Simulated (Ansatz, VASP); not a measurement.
## Sc: VASP beside Ansatz

File INCAR:

```
SYSTEM = Sc
ALGO = Normal
EDIFF = 1E-6
ENCUT = 500
GGA = PE
GGA_COMPAT = .False.
ISIF = 2
ISMEAR = 0
LASPH = .True.
LCHARG = .True.
LELF = .True.
LREAL = .False.
LVHAR = .True.
LWAVE = .False.
NBANDS = 12
NELM = 120
PREC = Accurate
SIGMA = 0.23
```

KPOINTS

```
k-points
0
Gamma
  8 8 8
  0 0 0
```

POSCAR

```
Sc
1.0
    0.0000000000      2.3268462047      2.3268462047
    2.3268462047      0.0000000000      2.3268462047
    2.3268462047      2.3268462047      0.0000000000
Sc
1
Direct
    0.0000000000      0.0000000000      0.0000000000
```

Input for Ansatz:

```yaml
crystal:
  lattice:
    - [0.0, 2.3268462047, 2.3268462047]
    - [2.3268462047, 0.0, 2.3268462047]
    - [2.3268462047, 2.3268462047, 0.0]
  atoms:
    - { symbol: Sc, position: [0.0, 0.0, 0.0] }
basis:
  ecutwfc: 420
kpoints:
  mp_grid: { grid: [8, 8, 8] }
hamiltonian:
  xc: pbe
scf:
  occupations: { method: gaussian, width: 0.23 }
output:
  forces: true
  stress: true
  eigenvalues: true
```

Alike in both runs: task single point; functional PBE; k mesh 8 × 8 × 8; occupations gaussian, width 0.23 eV; no spin polarisation.

|  | VASP | Ansatz |
| --- | --- | --- |
| version | VASP 6.6.1 | Ansatz 0.2.0 |
| potentials or method | VASP PAW PBE potentials, release 64 (Sc_sv), cutoff 500 eV | scalar-relativistic, plane waves, PAW |
| valence electrons in the cell | 11 | 11 |

|  | VASP | Ansatz | Ansatz less VASP |
| --- | --- | --- | --- |
| gap on the k mesh at the Fermi level (eV) | none | none | - |
| pressure (GPa) | -0.9 | -0.9 | -0.01 |

A gap of «none» marks a metal or a gap that the smearing closes.
